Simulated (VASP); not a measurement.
BAs: electric field gradients with LDA

BAs:

```xyz
2
Lattice="0.0000 2.4363 2.3885 2.4363 0.0000 2.3885 2.4363 2.4363 0.0000" Properties=species:S:1:pos:R:3 pbc="T T T"
B     0.0000    0.0000    0.0000
As    3.6544    3.6544    3.5827
```

This cell differs from its parent crystal: equal xx and yy strain of +2 %.

```json
{"Program": "VASP 6.6.1", "Task": "electric field gradients", "Functional": "LDA", "Potentials or basis": "VASP PAW LDA potentials, release 64 (B, As)", "Cutoff": "520 eV", "k mesh": "15 × 15 × 15", "Occupations": "fermi-dirac, width 0.03 eV", "Spin": "no spin polarisation", "Dipole correction": "no", "Further INCAR settings": "ALGO = Normal; EDIFF = 1e-08; NBANDS = 11"}
```

```json
{
  "Pressure": "-8.0 GPa",
  "Band gap on the k mesh": "0.87 eV, indirect (least direct gap 3.00 eV)"
}
```

Stress tensor (GPa, compression positive):
```
-9.27  0.00  0.00
 0.00 -9.27  0.00
 0.00  0.00 -5.43
```

Levels at points of the mesh, in eV from the valence-band top:
```tsv
k point	band 2	band 3	band 4	band 5	band 6	band 7
(0.00, 0.00, 0.00)	-0.18	-0.18	0.00	3.00	3.12	3.12
```

Electric field gradients, principal values (V/Å²):
```
atom  least  middle  greatest (by size)
 1 B  0.034   0.034              -0.068
2 As  1.242   1.242              -2.484
```

It took 57 s on 1 thread of Intel(R) Xeon(R) Platinum 8488C (Sapphire Rapids), on a shared host, peak memory 0.21 GiB.

Caveat: the cell differs from its parent crystal (equal xx and yy strain of +2 %); without QUAD_EFG the Cq values of the log hold for a quadrupole moment of 1 mb, not for the nuclei. A k mesh can miss the band edges.
